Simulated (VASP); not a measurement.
ZrSnTe:

```xyz
6
Lattice="4.0971 0.0000 0.0000 0.0000 4.0971 0.0000 0.0000 0.0000 8.7858" Properties=species:S:1:pos:R:3 pbc="T T T"
Zr    2.0485    0.0000    2.3156
Zr    0.0000    2.0485    6.4702
Sn    0.0000    0.0000    0.0000
Sn    2.0485    2.0485    0.0000
Te    2.0485    0.0000    5.4421
Te    0.0000    2.0485    3.3438
```

Base run:

- Program: VASP 6.6.1
- Functional: PBEsol
- Potentials or basis: VASP PAW PBE potentials, release 64 (Zr_sv, Sn_d, Te)
- Cutoff: 520 eV
- k mesh: 6 × 6 × 3
- Occupations: fermi-dirac, width 0.1 eV
- Spin: no spin polarisation

Its results: pressure -3.2 GPa; largest force 0.048 eV/Å.

Question: The run is repeated on the same cell with these changes: functional from PBEsol to BLYP. What comes out?

Answer: Pressure 6.0 GPa; largest force 0.056 eV/Å.

BLYP binds less tightly than PBEsol, so the same cell stands under more pressure.

Caveats: the PAW data sets were made with another functional, which shifts forces and pressure a little.
